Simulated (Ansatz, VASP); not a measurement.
# One calculation of Ag, two programs

The input POSCAR:

```
Ag
1.0
    0.0000000000      2.0562785400      2.0562785400
    2.0562785400      0.0000000000      2.0562785400
    2.0562785400      2.0562785400      0.0000000000
Ag
1
Direct
    0.0000000000      0.0000000000      0.0000000000
```

INCAR.step1

```
  ALGO = Normal
  EDIFF = 1E-5
  ENCUT = 520
  GGA = PE
  ISIF = 2
  ISMEAR = -1
  LASPH = True
  LREAL = False
  LWAVE = True
  NBANDS = 12
  NELM = 80
  PREC = Accurate
  SIGMA = 0.05
```

File INCAR.step2:

```
  AEXX = 1.0
  AGGAC = 0.0
  ALDAC = 0.0
  ALGO = Normal
  EDIFF = 1E-6
  ENCUT = 520
  GGA = PE
  ISIF = 2
  ISMEAR = -1
  ISTART = 1
  LASPH = True
  LCHARG = True
  LELF = True
  LHFCALC = True
  LREAL = False
  LVHAR = True
  LWAVE = False
  NBANDS = 12
  NELM = 80
  PREC = Accurate
  PRECFOCK = Normal
  SIGMA = 0.05
```

File KPOINTS:

```
k-points
0
Gamma
  6 6 6
```

File input.yaml:

```yaml
crystal:
  lattice:
    - [0.0, 2.05627854, 2.05627854]
    - [2.05627854, 0.0, 2.05627854]
    - [2.05627854, 2.05627854, 0.0]
  atoms:
    - { symbol: Ag, position: [0.0, 0.0, 0.0] }
hamiltonian:
  xc: hf
  pseudopotentials: { kind: paw }
kpoints:
  mp_grid: { grid: [6, 6, 6] }
scf:
  occupations: { method: fermi_dirac, width: 0.05 }
output:
  forces: true
  stress: true
  eigenvalues: true
```

Alike in both runs: task single point; functional HF; k mesh 6 × 6 × 6; occupations fermi-dirac, width 0.05 eV; no spin polarisation.

|  | VASP | Ansatz |
| --- | --- | --- |
| version | VASP 6.6.1 | Ansatz 0.2.0 |
| potentials or method | VASP PAW PBE potentials, release 64 (Ag) | Ansatz PAW |
| plane-wave cutoff (eV) | 520 | 420 |
| valence electrons in the cell | 11 | 19 |

Ansatz gave:

```
gap on the k mesh at the Fermi level (eV) : none
pressure (GPa)                            : 18.8
```

**Question.** Estimate VASP's values.

**Answer.** gap on the k mesh at the Fermi level (eV): none; pressure (GPa): 17.1.

VASP's potentials were made for PBE, not for HF. A gap of «none» marks a metal or a gap that the smearing closes. VASP's potentials hold 11 valence electrons a cell and Ansatz's 19, so a difference there can come from the potentials and not from the codes.

The k mesh is coarse, so the values compare programs but aren't converged.
